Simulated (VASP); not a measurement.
Set up this calculation in VASP 6.6.1, as the native input.

```
Task                               : single point
Functional                         : B3LYP
Potentials or basis                : VASP PAW PBE potentials, release 64 (Ge_d)
Cutoff                             : 520 eV
k mesh                             : 5 × 5 × 3
Occupations                        : fermi-dirac, width 0.05 eV
Spin                               : no spin polarisation
Dipole correction                  : no
Grid for exact exchange (PRECFOCK) : Normal
Further INCAR settings             : ALGO = Normal; EDIFF = 1e-06; NBANDS = 21
```

Crystal: Ge.

```
Ge
1.0
     1.48805   -2.59469    0.00000
     1.48805    2.59469    0.00000
     0.00000    0.00000    4.72760
Ge
2
Direct
  0.33345 0.66655 0.25000
  0.66655 0.33345 0.75000
```

One way to write it, as run:

POSCAR

```
Ge
1.0
    1.4880529250     -2.5946896100      0.0000000000
    1.4880529250      2.5946896100      0.0000000000
    0.0000000000      0.0000000000      4.7275957900
Ge
2
Direct
    0.3334466300      0.6665533700      0.2500000000
    0.6665533700      0.3334466300      0.7500000000
```

INCAR.step1

```
SYSTEM = Ge
PREC     = Accurate       ! precision mode
ENCUT    = 520            ! plane-wave cutoff, eV
EDIFF    = 1E-5           ! SCF threshold, eV
ISMEAR   = -1             ! smearing method
SIGMA    = 0.05           ! smearing width, eV
LREAL    = .FALSE.        ! projectors in reciprocal space
LASPH    = .TRUE.         ! aspherical terms in the spheres
NELM     = 60             ! most SCF steps
ALGO     = Normal         ! electronic algorithm
ISIF     = 2              ! what is computed and relaxed
LWAVE    = .TRUE.         ! write WAVECAR
NBANDS   = 21             ! bands
GGA      = PE             ! functional
```

INCAR.step2

```
SYSTEM = Ge
PREC     = Accurate       ! precision mode
ENCUT    = 520            ! plane-wave cutoff, eV
EDIFF    = 1E-6           ! SCF threshold, eV
ISMEAR   = -1             ! smearing method
SIGMA    = 0.05           ! smearing width, eV
LREAL    = .FALSE.        ! projectors in reciprocal space
LASPH    = .TRUE.         ! aspherical terms in the spheres
NELM     = 60             ! most SCF steps
ALGO     = Normal         ! electronic algorithm
ISIF     = 2              ! what is computed and relaxed
LWAVE    = .FALSE.        ! write WAVECAR
LCHARG   = .TRUE.         ! write CHGCAR
GGA      = B3             ! functional
LHFCALC  = .TRUE.         ! exact exchange
AEXX     = 0.2            ! exact-exchange fraction
AGGAX    = 0.72         
AGGAC    = 0.81         
ALDAC    = 0.19         
PRECFOCK = Normal       
LELF     = .TRUE.         ! ELF
LVHAR    = .TRUE.       
NBANDS   = 21             ! bands
ISTART   = 1
```

KPOINTS

```
regular mesh
0
G
  5 5 3
  0 0 0
```

Potentials or basis: VASP PAW PBE potentials, release 64 (Ge_d).

Command:

```console
$ cat potpaw_PBE.64/Ge_d/POTCAR > POTCAR
$ cp INCAR.step1 INCAR
$ mpirun -np 1 vasp_std > vasp.out
$ cp INCAR.step2 INCAR
$ mpirun -np 1 vasp_std > vasp.out
```

It gave:

- Pressure: 8.6 GPa
- Largest force: 0.079 eV/Å
- Band gap on the k mesh: zero (band 14 reaches 14.70 eV, above the bottom of band 15 at 5.76 eV)

Caveat: the k points lie up to 0.49 Å⁻¹ apart; the PAW data sets were made with another functional, which shifts forces and pressure a little.

Wall time 43 min on 1 thread of AMD EPYC 7R13 (shared host), peak memory 0.14 GiB.
